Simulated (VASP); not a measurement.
A run of VASP 6.6.1:

Contents of INCAR:

```
PREC = Accurate
ENCUT = 520
EDIFF = 1E-7
ISMEAR = 0
SIGMA = 0.02
LREAL = False
LASPH = True
NELM = 100
ALGO = Normal
ISIF = 2
LWAVE = False
LCHARG = False
GGA = PS
NBANDS = 46
```

KPOINTS

```
regular mesh
0
Gamma
  8 8 4
```

File POSCAR:

```
Al2GaN3
1.0
    5.7432091008     -1.5678776032      0.0009115881
    5.7432091008      1.5678776032      0.0009115881
   -1.8962130056      0.0000000000      7.1753491470
Al Ga N
4 2 6
Direct
    0.9442094831      0.9442094831      0.3892317945
    0.8889313903      0.8889313903      0.7767015035
    0.2231418107      0.2231418107      0.4445132115
    0.5540491768      0.5540491768      0.1130296849
    0.2770821304      0.2770821304      0.0576223523
    0.6096504595      0.6096504595      0.7217877027
    0.1476133206      0.1476133206      0.1850004133
    0.4816489576      0.4816489576      0.8524466909
    0.8183309531      0.8183309531      0.5150587640
    0.7644028745      0.7644028745      0.9017209728
    0.0952971030      0.0952971030      0.5647077553
    0.4310073403      0.4310073403      0.2429801444
```

Potentials or basis: VASP PAW PBE potentials, release 64 (Al, Ga_d, N).

Launch:

```bash
$ cat potpaw_PBE.64/Al/POTCAR potpaw_PBE.64/Ga_d/POTCAR potpaw_PBE.64/N/POTCAR > POTCAR
$ mpirun -np 1 vasp_std > vasp.out
```

Hardware: 1 thread of AMD EPYC 7R13 Processor (Zen 3) (shared host).

Question: How long does it take, and how much memory?

Answer: Wall time 17 min on 1 thread of AMD EPYC 7R13 Processor (Zen 3), with other jobs on the host, peak memory 0.55 GiB. Counts: scf iterations 16, k points 78.
